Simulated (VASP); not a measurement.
# I (Fmmm) in VASP: further runs

I is run at these levels: PBE-based screened hybrid with 25 % exact exchange, HF, LDA, PBEsol, HSE06; tasks: single point.

All numbers are computed with VASP 6.6.1; they aren't measurements. Logs are shortened: lines on timing, memory, paths and dates and some standing lists are left out, and cuts for length are marked.

## 1. The cell of the first run

Symmetry: Fmmm, No. 69, orthorhombic system. Conventional cell: a = 4.168 Å, b = 4.820 Å, c = 8.776 Å, α = 90.00°, β = 90.00°, γ = 90.00°. I (site symmetry mmm) has 6 I at 3.19 to 4.17 Å within 4.2 Å.

## 2. Single point, PBE-based screened hybrid with 25 % exact exchange

POSCAR reads:

```
I
1.0
    0.0000000000      2.4101281756      4.3881985677
    2.0838174163      0.0000000000      4.3881985677
    2.0838174163      2.4101281756      0.0000000000
I
1
Direct
    0.0000000000      0.0000000000      0.0000000000
```

INCAR.step1 reads:

```
SYSTEM = I
  PREC = Accurate
  ENCUT = 520
  EDIFF = 1E-5
  ISMEAR = -1
  SIGMA = 0.05
  LREAL = .FALSE.
  LASPH = .TRUE.
  NELM = 100
  ALGO = Normal
  ISIF = 2
  LWAVE = .TRUE.
  LCHARG = .FALSE.
  GGA = PE
  NBANDS = 10
```

INCAR.step2 reads:

```
SYSTEM = I
  PREC = Accurate
  ENCUT = 520
  EDIFF = 1E-7
  ISMEAR = -1
  SIGMA = 0.05
  LREAL = .FALSE.
  LASPH = .TRUE.
  NELM = 100
  ALGO = Normal
  ISIF = 2
  LWAVE = .FALSE.
  LCHARG = .FALSE.
  GGA = PE
  LHFCALC = .TRUE.
  AEXX = 0.25
  HFSCREEN = 0.3
  PRECFOCK = Normal
  ISTART = 1
  NBANDS = 10
```

KPOINTS reads:

```
regular mesh
0
G
  5 5 5
  0 0 0
```

Potentials or basis: VASP PAW PBE potentials, release 64 (I).

Launch:

```bash
> cat potpaw_PBE.64/I/POTCAR > POTCAR
> cp INCAR.step1 INCAR
> mpirun -np 1 vasp_std > vasp.out
> cp INCAR.step2 INCAR
> mpirun -np 1 vasp_std > vasp.out
```

OUTCAR:

```text
SYSTEM = I
   PREC = Accurate
   ENCUT = 520
   EDIFF = 1E-7
   ISMEAR = -1
   LREAL = .FALSE.
   LASPH = .TRUE.
   NELM = 100
   ISIF = 2
   GGA = PE
   LHFCALC = .TRUE.
   AEXX = 0.25
   HFSCREEN = 0.3
   PRECFOCK = Normal
   ISTART = 1

 ion  position               nearest neighbor table
   1  0.000  0.000  0.000-

  LATTYP: Found a face centered orthorhombic cell.
 ALAT       =     4.1676348326
 B/A-ratio  =     1.1565927786
 C/A-ratio  =     2.1058459985

  Lattice vectors:

 A1 = (   0.0000000000,   2.4101281756,   4.3881985677)
 A2 = (   2.0838174163,   0.0000000000,   4.3881985677)
 A3 = (   2.0838174163,   2.4101281756,   0.0000000000)

Analysis of symmetry for initial positions (statically):
=====================================================================
 Subroutine PRICEL returns:
 Original cell was already a primitive cell.

 Routine SETGRP: Setting up the symmetry group for a
 face centered orthorhombic supercell.

 Subroutine GETGRP returns: Found  8 space group operations
 (whereof  8 operations were pure point group operations)
 out of a pool of  8 trial point group operations.

The static configuration has the point symmetry D_2h.

Analysis of symmetry for dynamics (positions and initial velocities):
=====================================================================
 Subroutine PRICEL returns:
 Original cell was already a primitive cell.

 Routine SETGRP: Setting up the symmetry group for a
 face centered orthorhombic supercell.

 Subroutine GETGRP returns: Found  8 space group operations
 (whereof  8 operations were pure point group operations)
 out of a pool of  8 trial point group operations.

The dynamic configuration has the point symmetry D_2h.

 Subroutine INISYM returns: Found  8 space group operations
 (whereof  8 operations are pure point group operations),
 and found     1 'primitive' translations

----------------------------------------------------------------------------------------

                                     Primitive cell

  volume of cell :      44.0774

  direct lattice vectors                    reciprocal lattice vectors
     0.000000000  2.410128176  4.388198568    -0.239944247  0.207457846  0.113941972
     2.083817416  0.000000000  4.388198568     0.239944247 -0.207457846  0.113941972
     2.083817416  2.410128176  0.000000000     0.239944247  0.207457846 -0.113941972

  length of vectors
     5.006496229  4.857837142  3.186065418     0.337038236  0.337038236  0.337038236

  position of ions in fractional coordinates (direct lattice)
     0.000000000  0.000000000  0.000000000

  ion indices of the primitive-cell ions
   primitive index   ion index
                 1           1

----------------------------------------------------------------------------------------

 KPOINTS: regular mesh

Automatic generation of k-mesh.
 Grid dimensions read from file:
 generate k-points for:    5    5    5

 Generating k-lattice:

  Cartesian coordinates                     Fractional coordinates (reciprocal lattice)
    -0.047988849  0.041491569  0.022788394     0.200000000  0.000000000  0.000000000
     0.047988849 -0.041491569  0.022788394     0.000000000  0.200000000  0.000000000
     0.047988849  0.041491569 -0.022788394     0.000000000  0.000000000  0.200000000

  Length of vectors
     0.067407647  0.067407647  0.067407647

  Shift w.r.t. Gamma in fractional coordinates (k-lattice)
     0.000000000  0.000000000  0.000000000

 Subroutine IBZKPT returns following result:
 ===========================================

 Found     27 irreducible k-points:

 Following reciprocal coordinates:
            Coordinates               Weight
  0.000000  0.000000  0.000000      1.000000
  0.200000  0.000000  0.000000      8.000000
  0.400000  0.000000  0.000000      8.000000
  0.200000  0.200000  0.000000      2.000000
  0.400000  0.200000  0.000000      8.000000
 -0.400000  0.200000 -0.000000      8.000000
[... 16 lines left out ...]
 -0.400000 -0.000000  0.400000      4.000000
 -0.400000  0.200000  0.400000      4.000000
 [... further k-points ...]
   k-points           NKPTS =     27   k-points in BZ     NKDIM =    125   number of bands    NBANDS=     10
   number of dos      NEDOS =    301   number of ions     NIONS =      1
   total plane-waves  NPLWV =  34560
   dimension x,y,z NGX =    40 NGY =   36 NGZ =   24
   dimension x,y,z NGXF=    80 NGYF=   72 NGZF=   48
   ions per type =               1
   NGX,Y,Z   is equivalent  to a cutoff of  13.28, 12.32, 12.52 a.u.
   NGXF,Y,Z  is equivalent  to a cutoff of  26.56, 24.64, 25.05 a.u.
 SYSTEM =  I
   PREC   = accura    normal or accurate (medium, high low for compatibility)
   ISTART =      1    job   : 0-new  1-cont  2-samecut
   ICHARG =      0    charge: 1-file 2-atom 10-const
   ISPIN  =      1    spin polarized calculation?
   LNONCOLLINEAR =      F non collinear calculations
   LSORBIT =      F    spin-orbit coupling
   LASPH  =      T    aspherical Exc in radial PAW
   ENCUT  =  520.0 eV  38.22 Ry    6.18 a.u.   9.31  9.03  5.92*2*pi/ulx,y,z
   NELM   =    100;   NELMIN=  2; NELMDL=  0     # of ELM steps
   EDIFF  = 0.1E-06   stopping-criterion for ELM
   LREAL  =      F    real-space projection
   EDIFFG = 0.1E-05   stopping-criterion for IOM
   NSW    =      0    number of steps for IOM
   IBRION =     -1    ionic relax: 0-MD 1-quasi-New 2-CG
   NFREE  =      0    steps in history (QN), initial steepest desc. (CG)
   ISIF   =      2    stress and relaxation
   ISYM   =      3    0-nonsym 1-usesym 2-fastsym
   POTIM  = 0.5000    time-step for ionic-motion
   TEBEG  =    0.0;   TEEND  =   0.0 temperature during run
   PSTRESS=    0.0 pullay stress
   NELECT =       7.0000    total number of electrons
   NUPDOWN=      -1.0000    fix difference up-down
   EMIN   =  10.00;   EMAX   =-10.00  energy-range for DOS
   EFERMI =   0.00;   METHOD = LEGACY
   ISMEAR =    -1;   SIGMA  =   0.05  broadening in eV -4-tet -1-fermi 0-gaus
   EFERMI_NEDOS =   21; number of points for ismear=-14 and -15
   IALGO  =     38    algorithm
   IMIX   =      1    mixing-type and parameters
     AMIX     =   0.40;   BMIX     =  1.00
     AMIX_MAG =   1.60;   BMIX_MAG =  1.00
  volume/ion in A,a.u.               =      44.08       297.45
  Fermi-wavevector in a.u.,A,eV,Ry     =   0.886548  1.675332 10.693730  0.785967
  Thomas-Fermi vector in A             =   2.007728
   LORBIT       =      0    0 simple, 1 ext, 2 COOP (PROOUT), +10 PAW based schemes
   GGA     = PE    functional components
   LHFCALC =     T    Hartree Fock is set to
   PRECFOCK=normal    Normal, Fast or Accurate (Low or Medium for compatibility)
   ENCUT4O =  -1.0   cutoff for four orbital integrals eV
   NKREDX  =     1    reduce k-point grid by
   NKREDY  =     1    reduce k-point grid by
   NKREDZ  =     1    reduce k-point grid by
   AEXX    =    0.2500 exact exchange contribution
   HFSCREEN=    0.3000 screening length (either q_TF or 0.3 A-1)
   HFSCREENC=   0.3000 screening length for correlation (either q_TF or 0.3 A-1)
   ENCUTFOCK=  -1.0 apply spherical cutoff to Coloumb kernel
   IVDW    =     0    specifies the selected vdW correction
   LEPSILON=     F    determine dielectric tensor
   LRPA    =     F    only Hartree local field effects (RPA)
 non-spin polarized calculation
  energy-cutoff  :      520.00
  volume of cell :       44.08
 maximum number of plane-waves:      1206
 NGX is ok and might be reduce to    40
  NGX = 28; NGY = 28; NGZ = 18

 number of electron       7.0000000 magnetization

 Free energy of the ion-electron system (eV)
  ---------------------------------------------------
  ext. energy  EPLUGINS =         0.00000000
  ---------------------------------------------------
  free energy    TOTEN  =        -1.75389863 eV

  energy without entropy =       -1.74328395  energy(sigma->0) =       -1.74859129

 E-fermi :   1.8618     XC(G=0):  -6.6779

 val. band max:        1.4934299296   @ k =   0.4000   0.0000   0.4000
 cond. band min:       1.8857875704   @ k =  -0.2000   0.4000   0.2000
 fundamental gap:      0.3923576408
 Fermi energy:         1.8618444297

 k-point     1 :       0.0000    0.0000    0.0000
  band No.  band energies     occupation
      1     -12.7724      2.00000
      2      -0.5648      2.00000
      3       3.4348      0.00000
      4       4.1305      0.00000
      5       6.9338      0.00000
      6      10.5970      0.00000
      7      11.2542      0.00000
      8      16.0353      0.00000
      9      16.0611      0.00000
     10      16.6036      0.00000

 k-point     2 :       0.2000    0.0000    0.0000
  band No.  band energies     occupation
      1     -12.3024      2.00000
      2      -0.3239      2.00000
      3       0.5774      2.00000
      4       4.0418      0.00000
      5       7.8502      0.00000
      6      11.3431      0.00000
      7      11.6899      0.00000
      8      14.8288      0.00000
      9      16.4150      0.00000
     10      16.7817      0.00000

 k-point     3 :       0.4000    0.0000    0.0000
  band No.  band energies     occupation
      1     -11.2945      2.00000
      2      -2.8621      2.00000
      3       0.2197      2.00000
      4       4.4780      0.00000
      5       8.0958      0.00000
      6      11.3000      0.00000
      7      11.9317      0.00000
      8      14.9950      0.00000
      9      15.9726      0.00000
     10      17.5060      0.00000
[... 248 lines left out ...]
 k-point    23 :      -0.4000   -0.0000    0.4000
  band No.  band energies     occupation
      1      -9.8555      2.00000
      2      -2.2337      2.00000
      3      -1.2536      2.00000
      4       1.3682      1.99990
      5       8.3542      0.00000
      6       9.9387      0.00000
      7      11.1814      0.00000
      8      13.6776      0.00000
      9      14.6341      0.00000
     10      15.7354      0.00000

 k-point    24 :      -0.4000    0.2000    0.4000
  band No.  band energies     occupation
      1      -9.9905      2.00000
      2      -1.9193      2.00000
      3      -0.9384      2.00000
      4       1.3115      1.99997
      5       7.5704      0.00000
      6       9.8787      0.00000
      7      11.3877      0.00000
      8      12.9554      0.00000
      9      14.3307      0.00000
     10      18.1371      0.00000

 [... further k-points ...]

------------------------ aborting loop because EDIFF is reached ----------------------------------------

  FORCE on cell =-STRESS in cart. coord.  units (eV):
  Direction    XX          YY          ZZ          XY          YZ          ZX
  --------------------------------------------------------------------------------------
  -------------------------------------------------------------------------------------
  Total       -0.0500695     -0.0671264      0.0005463      0.0000000      0.0000000      0.0000000
  in kB       -1.8199844     -2.4399887      0.0198565      0.0000000      0.0000000      0.0000000
  external PRESSURE =      -1.4133722 kB  Pullay stress =       0.0000000 kB

 VOLUME and BASIS-vectors are now :
 -----------------------------------------------------------------------------
  energy-cutoff  :      520.00
  volume of cell :       44.08
      direct lattice vectors                 reciprocal lattice vectors
     0.000000000  2.410128176  4.388198568    -0.239944247  0.207457846  0.113941972
     2.083817416  0.000000000  4.388198568     0.239944247 -0.207457846  0.113941972
     2.083817416  2.410128176  0.000000000     0.239944247  0.207457846 -0.113941972

 POSITION                                       TOTAL-FORCE (eV/Angst)
 -----------------------------------------------------------------------------------
      0.00000      0.00000      0.00000         0.000000      0.000000      0.000000
 -----------------------------------------------------------------------------------
    total drift:                                0.000000      0.000000     -0.000000

  FREE ENERGIE OF THE ION-ELECTRON SYSTEM (eV)
  ---------------------------------------------------
  free  energy   TOTEN  =        -1.7538986284 eV

  energy  without entropy=       -1.7432839527  energy(sigma->0) =       -1.74859129
```

Wall time 5.6 min (1 thread of Intel Xeon Platinum 8559C (Emerald Rapids), shared host); peak memory 0.28 GiB.

Results:

```yaml
Free_energy: -1.7539 eV
Pressure: -0.1 GPa
Band_gap_on_the_k_mesh: zero (an odd number of electrons rules out a gap without spin polarisation)
```

Caveat: the k points lie up to 0.42 Å⁻¹ apart, too coarse for converged energies and pressures of a metal; the PAW data sets were made with another functional, which shifts forces and pressure a little; spin-orbit coupling is left out, which moves the levels of the heavy elements; an odd number of electrons without spin polarisation forces a metal; a magnetic or distorted state may lie lower.

## 3. Single point, HF

This run uses another cell than the first one, of 52.71 Å³/atom.

POSCAR reads:

```
I
1.0
    0.0000000000      2.4295451415      5.0878220787
    2.1321044003      0.0000000000      5.0878220787
    2.1321044003      2.4295451415      0.0000000000
I
1
Direct
    0.0000000000      0.0000000000      0.0000000000
```

INCAR.step1 reads:

```
  PREC = Accurate
  ENCUT = 520
  EDIFF = 1E-5
  ISMEAR = -1
  SIGMA = 0.05
  LREAL = F
  LASPH = T
  NELM = 60
  ALGO = Normal
  ISIF = 2
  LWAVE = T
  LCHARG = F
  GGA = PE
  NBANDS = 10
```

INCAR.step2 reads:

```
  PREC = Accurate
  ENCUT = 520
  EDIFF = 1E-6
  ISMEAR = -1
  SIGMA = 0.05
  LREAL = F
  LASPH = T
  NELM = 60
  ALGO = Normal
  ISIF = 2
  LWAVE = F
  LCHARG = F
  GGA = PE
  LHFCALC = T
  AEXX = 1.0
  ALDAC = 0.0
  AGGAC = 0.0
  PRECFOCK = Normal
  ISTART = 1
  NBANDS = 10
```

KPOINTS reads:

```
regular mesh
0
Gamma
  5 5 5
```

Potentials or basis: VASP PAW PBE potentials, release 64 (I).

Launch:

```bash
> cat potpaw_PBE.64/I/POTCAR > POTCAR
> cp INCAR.step1 INCAR
> mpirun -np 1 vasp_std > vasp.out
> cp INCAR.step2 INCAR
> mpirun -np 1 vasp_std > vasp.out
```

Run time: 10 min. Hardware: 1 thread of Intel Xeon Platinum 8559C (Emerald Rapids), shared host; peak memory 0.2 GiB.

It converged, with:

```yaml
Free_energy: -3.8498 eV
Pressure: -0.5 GPa
Band_gap_on_the_k_mesh: zero (an odd number of electrons rules out a gap without spin polarisation)
```

Stress tensor (GPa, compression positive):
```
-0.69  0.00  0.00
 0.00 -0.84  0.00
 0.00  0.00 -0.09
```

Levels at points of the mesh, in eV from the Fermi level:
| k point | band 2 | band 3 | band 4 | band 5 | band 6 | band 7 |
| --- | --- | --- | --- | --- | --- | --- |
| (0.00, 0.00, 0.00) | -6.25 | 3.35 | 4.53 | 7.60 | 12.43 | 12.93 |

Caveat: the k points lie up to 0.41 Å⁻¹ apart, too coarse for converged energies and pressures of a metal; the PAW data sets were made with another functional, which shifts forces and pressure a little; spin-orbit coupling is left out, which moves the levels of the heavy elements; an odd number of electrons without spin polarisation forces a metal; a magnetic or distorted state may lie lower.

[end of part 1 of 3]

The gap in the log of VASP goes by the Fermi energy; the results here count the filled bands.